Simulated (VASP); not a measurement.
Input of a VASP 6.6.1 run:

Contents of INCAR:

```
  PREC = Accurate
  ENCUT = 520
  EDIFF = 1E-7
  ISMEAR = 0
  SIGMA = 0.15
  LREAL = F
  LASPH = T
  NELM = 80
  ALGO = Fast
  ISIF = 2
  LWAVE = F
  LCHARG = F
  NBANDS = 8
```

File KPOINTS:

```
Automatic mesh
0
Gamma
  20 20 20
```

Contents of POSCAR:

```
Al
1.0
   -1.6707796245      1.6707796245      1.5116577555
    1.6707796245     -1.6707796245      1.5116577555
    1.6707796245      1.6707796245     -1.5116577555
Al
1
Direct
    0.0000000000      0.0000000000      0.0000000000
```

Potentials or basis: VASP PAW LDA potentials, release 64 (Al).

Command:

```console
$ cat potpaw_LDA.64/Al/POTCAR > POTCAR
$ mpirun -np 1 vasp_std > vasp.out
```

Problem. What does it give for the pressure?

Solution. -2.8 GPa.

Problem. What does it give for the band gap on the k mesh?

Solution. Zero (an odd number of electrons rules out a gap without spin polarisation).

Stress tensor (GPa, compression positive):
```
-1.86  0.00  0.00
 0.00 -1.86  0.00
 0.00  0.00 -4.67
```

Caveat: the cell differs from its parent crystal (strain +0.050 along x and y, -0.050 along z).
